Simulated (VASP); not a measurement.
# SrTiO3 (I4/mcm) in VASP: notebook

SrTiO3 is run at these levels: PBE; tasks: single point.

Everything below comes from runs of VASP 6.6.1. Logs are shortened: lines on timing, memory, paths and dates and some standing lists are left out, and cuts for length are marked.

### 1 The cell of the first run

The structure is tetragonal, space group I4/mcm (No. 140). The conventional cell has a = 5.555 Å, b = 5.555 Å, c = 7.893 Å, α = 90.00°, β = 90.00°, γ = 90.00°. Within 3.5 Å of Sr (site symmetry -42m) lie 12 O at 2.67 to 2.91 Å and 8 Ti at 3.41 Å. Within 2.6 Å of Ti (site symmetry 4/m) lie 6 O at 1.97 Å. O (site symmetry 422) has 2 Ti at 1.97 Å within 2.6 Å. O (site symmetry m2m) has 2 Ti at 1.97 Å and 4 Sr at 2.67 to 2.91 Å and 8 O at 2.79 Å within 3.0 Å.

### 2 Single point, PBE

INCAR reads:

```
SYSTEM = SrTiO3
  PREC = Accurate
  ENCUT = 520
  EDIFF = 1E-7
  ISMEAR = 0
  SIGMA = 0.02
  LREAL = .FALSE.
  LASPH = .TRUE.
  NELM = 80
  ALGO = Normal
  ISIF = 2
  LWAVE = .FALSE.
  LCHARG = .FALSE.
  GGA = PE
  NBANDS = 51
```

KPOINTS reads:

```
regular mesh
0
G
  8 8 8
  0 0 0
```

POSCAR reads:

```
SrTiO3
1.0
   -2.7777167043      2.7777167043      3.9464444983
    2.7777167043     -2.7777167043      3.9464444983
    2.7777167043      2.7777167043     -3.9464444983
Sr Ti O
2 2 6
Direct
    0.7500000000      0.2500000000      0.5000000000
    0.2500000000      0.7500000000      0.5000000000
    0.0000000000      0.0000000000      0.0000000000
    0.5000000000      0.5000000000      0.0000000000
    0.2500000000      0.2500000000      0.0000000000
    0.7500000000      0.7500000000      0.0000000000
    0.7281975648      0.2281975648      0.9563951296
    0.2281975648      0.2718024352      0.5000000000
    0.2718024352      0.7718024352      0.0436048704
    0.7718024352      0.7281975648      0.5000000000
```

Potentials or basis: VASP PAW PBE potentials, release 64 (Sr_sv, Ti_sv, O).

Run with:

```console
$ cat potpaw_PBE.64/Sr_sv/POTCAR potpaw_PBE.64/Ti_sv/POTCAR potpaw_PBE.64/O/POTCAR > POTCAR
$ mpirun -np 1 vasp_std > vasp.out
```

OUTCAR:

```text
SYSTEM = SrTiO3
   PREC = Accurate
   ENCUT = 520
   EDIFF = 1E-7
   ISMEAR = 0
   LREAL = .FALSE.
   LASPH = .TRUE.
   NELM = 80
   ISIF = 2
   GGA = PE

 ion  position               nearest neighbor table
   1  0.750  0.250  0.500-   8 2.67   9 2.67  10 2.67   7 2.67   5 2.78   6 2.78   6 2.78   5 2.78
                            10 2.91   9 2.91   8 2.91   7 2.91   4 3.41   3 3.41   4 3.41   3 3.41
   2  0.250  0.750  0.500-   7 2.67   8 2.67  10 2.67   9 2.67   5 2.78   6 2.78   5 2.78   6 2.78
                             9 2.91  10 2.91   8 2.91   7 2.91   4 3.41   3 3.41   4 3.41   3 3.41
   3  0.000  0.000  0.000-   7 1.97   8 1.97   9 1.97  10 1.97   5 1.97   6 1.97   1 3.41   1 3.41
                             2 3.41   2 3.41   1 3.41   2 3.41   1 3.41   2 3.41
   4  0.500  0.500  0.000-   7 1.97   9 1.97  10 1.97   8 1.97   5 1.97   6 1.97   1 3.41   1 3.41
                             2 3.41   2 3.41   2 3.41   1 3.41   2 3.41   1 3.41
   5  0.250  0.250  0.000-   3 1.97   4 1.97   1 2.78   2 2.78   2 2.78   1 2.78
   6  0.750  0.750  0.000-   3 1.97   4 1.97   1 2.78   2 2.78   1 2.78   2 2.78
   7  0.728  0.228  0.956-   3 1.97   4 1.97   2 2.67   1 2.67   2 2.91   1 2.91
   8  0.228  0.272  0.500-   4 1.97   3 1.97   1 2.67   2 2.67   1 2.91   2 2.91
   9  0.272  0.772  0.044-   3 1.97   4 1.97   1 2.67   2 2.67   2 2.91   1 2.91
  10  0.772  0.728  0.500-   3 1.97   4 1.97   1 2.67   2 2.67   1 2.91   2 2.91

  LATTYP: Found a body centered tetragonal cell.
 ALAT       =     5.5554334086
 C/A-ratio  =     1.4207512567

  Lattice vectors:

 A1 = (  -2.7777167043,   2.7777167043,   3.9464444983)
 A2 = (   2.7777167043,  -2.7777167043,   3.9464444983)
 A3 = (   2.7777167043,   2.7777167043,  -3.9464444983)

Analysis of symmetry for initial positions (statically):
=====================================================================
 Subroutine PRICEL returns:
 Original cell was already a primitive cell.

 Routine SETGRP: Setting up the symmetry group for a
 body centered tetragonal supercell.

 Subroutine GETGRP returns: Found 16 space group operations
 (whereof  8 operations were pure point group operations)
 out of a pool of 16 trial point group operations.

The static configuration has the point symmetry C_4h.
 The point group associated with its full space group is D_4h.

Analysis of symmetry for dynamics (positions and initial velocities):
=====================================================================
 Subroutine PRICEL returns:
 Original cell was already a primitive cell.

 Routine SETGRP: Setting up the symmetry group for a
 body centered tetragonal supercell.

 Subroutine GETGRP returns: Found 16 space group operations
 (whereof  8 operations were pure point group operations)
 out of a pool of 16 trial point group operations.

The dynamic configuration has the point symmetry C_4h.
 The point group associated with its full space group is D_4h.

 Subroutine INISYM returns: Found 16 space group operations
 (whereof  8 operations are pure point group operations),
 and found     1 'primitive' translations

----------------------------------------------------------------------------------------

                                     Primitive cell

  volume of cell :     121.7985

  direct lattice vectors                    reciprocal lattice vectors
    -2.777716704  2.777716704  3.946444498     0.000000000  0.180003958  0.126696321
     2.777716704 -2.777716704  3.946444498     0.180003958  0.000000000  0.126696321
     2.777716704  2.777716704 -3.946444498     0.180003958  0.180003958  0.000000000

  length of vectors
     5.568289177  5.568289177  5.568289177     0.220121291  0.220121291  0.254564038

  position of ions in fractional coordinates (direct lattice)
     0.750000000  0.250000000  0.500000000
     0.250000000  0.750000000  0.500000000
     0.000000000  0.000000000  0.000000000
     0.500000000  0.500000000  0.000000000
     0.250000000  0.250000000  0.000000000
     0.750000000  0.750000000  0.000000000
     0.728197565  0.228197565  0.956395130
     0.228197565  0.271802435  0.500000000
     0.271802435  0.771802435  0.043604870
     0.771802435  0.728197565  0.500000000

  ion indices of the primitive-cell ions
   primitive index   ion index
                 1           1
                 2           2
                 3           3
                 4           4
                 5           5
                 6           6
                 7           7
                 8           8
                 9           9
                10          10

----------------------------------------------------------------------------------------

 KPOINTS: regular mesh

Automatic generation of k-mesh.
 Grid dimensions read from file:
 generate k-points for:    8    8    8

 Generating k-lattice:

  Cartesian coordinates                     Fractional coordinates (reciprocal lattice)
     0.000000000  0.022500495  0.015837040     0.125000000  0.000000000  0.000000000
     0.022500495  0.000000000  0.015837040     0.000000000  0.125000000  0.000000000
     0.022500495  0.022500495  0.000000000     0.000000000  0.000000000  0.125000000

  Length of vectors
     0.027515161  0.027515161  0.031820505

  Shift w.r.t. Gamma in fractional coordinates (k-lattice)
     0.000000000  0.000000000  0.000000000

 Subroutine IBZKPT returns following result:
 ===========================================

 Found     59 irreducible k-points:

 Following reciprocal coordinates:
            Coordinates               Weight
  0.000000  0.000000  0.000000      1.000000
  0.125000  0.000000  0.000000      8.000000
  0.250000  0.000000  0.000000      8.000000
  0.375000  0.000000  0.000000      8.000000
  0.500000  0.000000  0.000000      4.000000
  0.125000  0.125000  0.000000      8.000000
[... 16 lines left out ...]
  0.250000  0.125000  0.125000     16.000000
  0.375000  0.125000  0.125000      8.000000
 [... further k-points ...]
   k-points           NKPTS =     59   k-points in BZ     NKDIM =     59   number of bands    NBANDS=     51
   number of dos      NEDOS =    301   number of ions     NIONS =     10
   total plane-waves  NPLWV =  74088
   dimension x,y,z NGX =    42 NGY =   42 NGZ =   42
   dimension x,y,z NGXF=    84 NGYF=   84 NGZF=   84
   ions per type =               2   2   6
   NGX,Y,Z   is equivalent  to a cutoff of  12.54, 12.54, 12.54 a.u.
   NGXF,Y,Z  is equivalent  to a cutoff of  25.08, 25.08, 25.08 a.u.
 SYSTEM =  SrTiO3
   PREC   = accura    normal or accurate (medium, high low for compatibility)
   ISTART =      0    job   : 0-new  1-cont  2-samecut
   ICHARG =      2    charge: 1-file 2-atom 10-const
   ISPIN  =      1    spin polarized calculation?
   LNONCOLLINEAR =      F non collinear calculations
   LSORBIT =      F    spin-orbit coupling
   LASPH  =      T    aspherical Exc in radial PAW
   ENCUT  =  520.0 eV  38.22 Ry    6.18 a.u.  10.35 10.35 10.35*2*pi/ulx,y,z
   NELM   =     80;   NELMIN=  2; NELMDL= -5     # of ELM steps
   EDIFF  = 0.1E-06   stopping-criterion for ELM
   LREAL  =      F    real-space projection
   EDIFFG = 0.1E-05   stopping-criterion for IOM
   NSW    =      0    number of steps for IOM
   IBRION =     -1    ionic relax: 0-MD 1-quasi-New 2-CG
   NFREE  =      0    steps in history (QN), initial steepest desc. (CG)
   ISIF   =      2    stress and relaxation
   ISYM   =      2    0-nonsym 1-usesym 2-fastsym
   POTIM  = 0.5000    time-step for ionic-motion
   TEBEG  =    0.0;   TEEND  =   0.0 temperature during run
   PSTRESS=    0.0 pullay stress
   NELECT =      80.0000    total number of electrons
   NUPDOWN=      -1.0000    fix difference up-down
   EMIN   =  10.00;   EMAX   =-10.00  energy-range for DOS
   EFERMI =   0.00;   METHOD = LEGACY
   ISMEAR =     0;   SIGMA  =   0.02  broadening in eV -4-tet -1-fermi 0-gaus
   EFERMI_NEDOS =   21; number of points for ismear=-14 and -15
   IALGO  =     38    algorithm
   IMIX   =      4    mixing-type and parameters
     AMIX     =   0.40;   BMIX     =  1.00
     AMIX_MAG =   1.60;   BMIX_MAG =  1.00
  volume/ion in A,a.u.               =      12.18        82.19
  Fermi-wavevector in a.u.,A,eV,Ry     =   1.423063  2.689200 27.553280  2.025109
  Thomas-Fermi vector in A             =   2.543701
   LORBIT       =      0    0 simple, 1 ext, 2 COOP (PROOUT), +10 PAW based schemes
   GGA     = PE    functional components
   LHFCALC =     F    Hartree Fock is set to
   AEXX    =    0.0000 exact exchange contribution
   IVDW    =     0    specifies the selected vdW correction
   LEPSILON=     F    determine dielectric tensor
   LRPA    =     F    only Hartree local field effects (RPA)
 non-spin polarized calculation
 Gauss-broadening in eV      SIGMA  =   0.02
  energy-cutoff  :      520.00
  volume of cell :      121.80
 maximum number of plane-waves:      3295
 NGX is ok and might be reduce to    42
   NGX = 21   NGY = 21   NGZ = 21

 number of electron      80.0000030 magnetization

 Free energy of the ion-electron system (eV)
  ---------------------------------------------------
  ext. energy  EPLUGINS =         0.00000000
  ---------------------------------------------------
  free energy    TOTEN  =       -80.21365200 eV

  energy without entropy =      -80.21365200  energy(sigma->0) =      -80.21365200

 E-fermi :   4.1003     XC(G=0): -11.1531

 val. band max:        3.8892564290   @ k =  -0.1250   0.1250   0.0000
 cond. band min:       5.7861170252   @ k =   0.0000   0.0000   0.0000
 fundamental gap:      1.8968605962
 Fermi energy:         4.1002799301

 k-point     1 :       0.0000    0.0000    0.0000
  band No.  band energies     occupation
      1     -52.6290      2.00000
      2     -52.6250      2.00000
      3     -28.9152      2.00000
      4     -28.9134      2.00000
      5     -28.9134      2.00000
      6     -28.8590      2.00000
[... 43 lines left out ...]
     50       9.6295      0.00000
     51      10.0763      0.00000

 k-point     2 :       0.1250    0.0000    0.0000
  band No.  band energies     occupation
      1     -52.6288      2.00000
      2     -52.6251      2.00000
      3     -28.9132      2.00000
      4     -28.9115      2.00000
      5     -28.9113      2.00000
      6     -28.8754      2.00000
[... 43 lines left out ...]
     50       9.8094      0.00000
     51      10.3268      0.00000

 k-point     3 :       0.2500    0.0000    0.0000
  band No.  band energies     occupation
      1     -52.6284      2.00000
      2     -52.6255      2.00000
      3     -28.9102      2.00000
      4     -28.9062      2.00000
      5     -28.9059      2.00000
      6     -28.8988      2.00000
[... 43 lines left out ...]
     50      10.2874      0.00000
     51      10.9003      0.00000
[... 1027 lines left out ...]
 k-point    23 :       0.2500    0.1250    0.1250
  band No.  band energies     occupation
      1     -52.6276      2.00000
      2     -52.6263      2.00000
      3     -28.9364      2.00000
      4     -28.9283      2.00000
      5     -28.8993      2.00000
      6     -28.8792      2.00000
[... 43 lines left out ...]
     50      10.9806      0.00000
     51      11.2648      0.00000

 k-point    24 :       0.3750    0.1250    0.1250
  band No.  band energies     occupation
      1     -52.6269      2.00000
      2     -52.6269      2.00000
      3     -28.9357      2.00000
      4     -28.9357      2.00000
      5     -28.8896      2.00000
      6     -28.8896      2.00000
[... 43 lines left out ...]
     50      10.7633      0.00000
     51      11.5004      0.00000

 [... further k-points ...]
[... 5 lines left out ...]
  --------------------------------------------------------------------------------------
  -------------------------------------------------------------------------------------
  Total        0.4617212      0.4617212      0.4813715      0.0000000      0.0000000      0.0000000
  in kB        6.0736318      6.0736318      6.3321192      0.0000000      0.0000000      0.0000000
  external PRESSURE =       6.1597943 kB  Pullay stress =       0.0000000 kB

 VOLUME and BASIS-vectors are now :
 -----------------------------------------------------------------------------
  energy-cutoff  :      520.00
  volume of cell :      121.80
      direct lattice vectors                 reciprocal lattice vectors
    -2.777716704  2.777716704  3.946444498     0.000000000  0.180003958  0.126696321
     2.777716704 -2.777716704  3.946444498     0.180003958  0.000000000  0.126696321
     2.777716704  2.777716704 -3.946444498     0.180003958  0.180003958  0.000000000

 POSITION                                       TOTAL-FORCE (eV/Angst)
 -----------------------------------------------------------------------------------
     -0.00000      2.77772      1.97322         0.000000      0.000000      0.000000
      2.77772     -0.00000      1.97322         0.000000      0.000000      0.000000
      0.00000      0.00000      0.00000         0.000000      0.000000      0.000000
      0.00000      0.00000      3.94644         0.000000      0.000000      0.000000
      0.00000      0.00000      1.97322         0.000000      0.000000      0.000000
      0.00000      0.00000      5.91967         0.000000      0.000000      0.000000
      1.26774      4.04545      0.00000         0.002633      0.002633      0.000000
      1.50998      1.26774      0.00000        -0.002633      0.002633     -0.000000
      1.50998     -1.26774      3.94644        -0.002633     -0.002633     -0.000000
      1.26774      1.50998      3.94644         0.002633     -0.002633     -0.000000
 -----------------------------------------------------------------------------------
    total drift:                               -0.000000      0.000000      0.000000

  FREE ENERGIE OF THE ION-ELECTRON SYSTEM (eV)
  ---------------------------------------------------
  free  energy   TOTEN  =       -80.2136520015 eV

  energy  without entropy=      -80.2136520015  energy(sigma->0) =      -80.21365200
```

Run time: 14 min. Hardware: 1 thread of AMD EPYC 9755, shared host; peak memory 0.41 GiB.

What came out:

```yaml
Free_energy: -80.2137 eV
Pressure: 0.6 GPa
Largest_force: 0.004 eV/Å
Band_gap_on_the_k_mesh: 1.90 eV
```

Forces in eV/Å, atoms in the order of the input:
```
Sr   0.000  0.000  0.000
Sr   0.000  0.000  0.000
Ti   0.000  0.000  0.000
Ti   0.000  0.000  0.000
O    0.000  0.000  0.000
O    0.000  0.000  0.000
O    0.003  0.003  0.000
O   -0.003  0.003  0.000
O   -0.003 -0.003  0.000
O    0.003 -0.003  0.000
```

Levels at points of the mesh, in eV from the valence-band top:
```csv
k point,band 36,band 37,band 38,band 39,band 40,band 41,band 42,band 43,band 44,band 45
"(0.00, 0.00, 0.00)",-0.31,-0.31,-0.11,0.00,0.00,1.90,1.90,1.91,3.97,4.18
"(0.50, 0.00, 0.00)",-0.93,-0.75,-0.75,-0.56,-0.56,3.28,3.28,3.32,3.32,3.36
"(0.50, 0.50, 0.00)",-1.48,-1.38,-0.68,-0.67,-0.05,2.02,3.63,3.65,3.66,3.69
"(0.50, 0.50, 0.50)",-1.45,-1.45,-0.63,-0.63,-0.07,2.05,3.59,3.59,3.78,3.78
```

A k mesh can miss the band edges. A hybrid or GW would open this gap; PBE tends to underestimate it.

### 3 Single point, PBE

INCAR reads:

```
SYSTEM = SrTiO3
PREC = Accurate ; ENCUT = 520
EDIFF = 1E-6 ; ISMEAR = 0
SIGMA = 0.01 ; LREAL = .False.
LASPH = .True. ; NELM = 100
ALGO = Normal ; ISIF = 2
LWAVE = .False. ; LCHARG = .False.
GGA = PE ; NBANDS = 51
```

KPOINTS reads:

```
regular mesh
0
Gamma
  8 8 8
  0 0 0
```

POSCAR is that of step 2.

Potentials or basis: VASP PAW PBE potentials, release 64 (Sr_sv, Ti_sv, O).

Run with:

```console
$ cat potpaw_PBE.64/Sr_sv/POTCAR potpaw_PBE.64/Ti_sv/POTCAR potpaw_PBE.64/O/POTCAR > POTCAR
$ mpirun -np 1 vasp_std > vasp.out
```

Run time: 13 min. Hardware: 1 thread of AMD EPYC 9755, shared host; peak memory 0.41 GiB.

Results (log left out):

- Free energy: -80.2137 eV
- Pressure: 0.6 GPa
- Largest force: 0.004 eV/Å
- Band gap on the k mesh: 1.90 eV

Forces in eV/Å, atoms in the order of the input:
```
Sr   0.000  0.000  0.000
Sr   0.000  0.000  0.000
Ti   0.000  0.000  0.000
Ti   0.000  0.000  0.000
O    0.000  0.000  0.000
O    0.000  0.000  0.000
O    0.003  0.003  0.000
O   -0.003  0.003  0.000
O   -0.003 -0.003  0.000
O    0.003 -0.003  0.000
```

Levels at points of the mesh, in eV from the valence-band top:
```
           k point  band 37  band 38  band 39  band 40  band 41  band 42  band 43  band 44
(0.00, 0.00, 0.00)    -0.31    -0.11     0.00     0.00     1.90     1.90     1.91     3.97
(0.50, 0.00, 0.00)    -0.75    -0.75    -0.56    -0.56     3.28     3.28     3.32     3.32
(0.50, 0.50, 0.00)    -1.38    -0.68    -0.67    -0.05     2.02     3.63     3.65     3.66
(0.50, 0.50, 0.50)    -1.45    -0.63    -0.63    -0.07     2.05     3.59     3.59     3.78
```

A k mesh can miss the band edges.
